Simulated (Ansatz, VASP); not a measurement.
**Two plane-wave programs on NaS6**

```
Na S
1.0
     6.31006    0.00000    0.00000
     0.00000    6.31006    0.00000
     0.00000    0.00000    6.31006
Na S
1 6
Direct
  0.00000 0.00000 0.00000
  0.15536 0.50000 0.50000
  0.50000 0.15536 0.50000
  0.84464 0.50000 0.50000
  0.50000 0.84464 0.50000
  0.50000 0.50000 0.15536
  0.50000 0.50000 0.84464
```

Change from the starting cell: species swapped into the YbB6 type (Pm-3m, No. 221).

Alike in both runs: functional PBE; k mesh 4 × 4 × 4; occupations gaussian, width 0.1 eV; no spin polarisation.

Ansatz relaxed the structure, and its values are those at the end. VASP's run is a single point on that final structure, the one shown.

```csv
,VASP,Ansatz
version,VASP 6.6.1,Ansatz 0.2.0
potentials or method,"VASP PAW PBE potentials, release 64 (Na_sv, S), cutoff 1130 eV","scalar-relativistic, plane waves, PAW"
valence electrons in the cell,45,45
```

|  | VASP | Ansatz | Ansatz less VASP |
| --- | --- | --- | --- |
| gap on the k mesh at the Fermi level (eV) | none | none | - |
| pressure (GPa) | 0.1 | 0.3 | +0.26 |
| rms of the force components (eV/Å) | 0.122 | 0.017 | -0.1051 |

A gap of «none» marks a metal or a gap that the smearing closes. With one functional, cell and mesh, what is left measures potentials, basis and numerics.
